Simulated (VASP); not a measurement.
Set up this calculation in VASP 6.6.1, as the native input.

- Task: single point
- Functional: PBE
- Potentials or basis: VASP PAW PBE potentials, release 64 (Mo_sv, Ru_pv)
- Cutoff: 520 eV
- k mesh: 6 × 6 × 2
- Occupations: gaussian, width 0.1 eV
- Spin: no spin polarisation
- Dipole correction: no
- Further INCAR settings: ALGO = Normal; EDIFF = 1e-06; NBANDS = 51

The structure of MoRu5 lies in POSCAR:

```
MoRu5
1.0
    2.7360846168      0.0000000000      0.0000000000
   -1.3680423084      2.3695187851      0.0000000000
    0.0000000000      0.0000000000     13.0664532157
Mo Ru
1 5
Direct
    0.3333333333      0.6666666667      0.5000000000
    0.6666666667      0.3333333333      0.0000000000
    0.6666666667      0.3333333333      0.3292123673
    0.6666666667      0.3333333333      0.6707876327
    0.3333333333      0.6666666667      0.8374931538
    0.3333333333      0.6666666667      0.1625068462
```

The input as run:

INCAR

```
SYSTEM = MoRu5
  ALGO = Normal
  EDIFF = 1E-6
  ENCUT = 520
  GGA = PE
  ISIF = 2
  ISMEAR = 0
  LASPH = .TRUE.
  LCHARG = .FALSE.
  LREAL = .FALSE.
  LWAVE = .FALSE.
  NBANDS = 51
  NELM = 80
  PREC = Accurate
  SIGMA = 0.1
```

KPOINTS

```
k-points
0
G
  6 6 2
  0 0 0
```

Potentials or basis: VASP PAW PBE potentials, release 64 (Mo_sv, Ru_pv).

Command:

```console
$ cat potpaw_PBE.64/Mo_sv/POTCAR potpaw_PBE.64/Ru_pv/POTCAR > POTCAR
$ mpirun -np 1 vasp_std > vasp.out
```

It gave:

| Item | Value |
| --- | --- |
| Pressure | 0.0 GPa |
| Largest force | 0.007 eV/Å |
| Band gap on the k mesh | zero (band 42 reaches 13.95 eV, above the bottom of band 43 at 11.49 eV) |

Caveat: the k points lie up to 0.44 Å⁻¹ apart.

Wall time 34 s on 1 thread of Intel(R) Xeon(R) 6975P-C (Granite Rapids), on a shared host, peak memory 0.2 GiB.
